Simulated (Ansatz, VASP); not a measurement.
**One calculation of ZnSe, two programs**

```xyz
2
Lattice="0.0000 2.9674 2.9674 2.9674 0.0000 2.9674 2.9674 2.9674 0.0000" Properties=species:S:1:pos:R:3 pbc="T T T"
Zn    0.0000    0.0000    0.0000
Se    4.4512    4.4512    4.4512
```

Alike in both runs: task single point; functional r2SCAN; k mesh 8 × 8 × 8; occupations gaussian, width 0.02 eV; no spin polarisation.

|  | VASP | Ansatz |
| --- | --- | --- |
| version | VASP 6.6.1 | Ansatz 0.2.0 |
| potentials or method | VASP PAW PBE potentials, release 64 (Zn, Se), cutoff 520 eV | scalar-relativistic, plane waves, PAW |
| valence electrons in the cell | 18 | 28 |

|  | VASP | Ansatz | Ansatz less VASP |
| --- | --- | --- | --- |
| gap on the k mesh at the Fermi level (eV) | 1.30 | 1.30 | +0.004 |
| least direct gap on the mesh (eV) | 1.30 | 1.30 | +0.004 |
| pressure (GPa) | -6.6 | -6.7 | -0.09 |

VASP's potentials were made for PBE, not for r2SCAN. The functional is the same, so the differences come from potentials, cutoffs and numerics. VASP's potentials hold 18 valence electrons a cell and Ansatz's 28, so a difference there can come from the potentials and not from the codes.
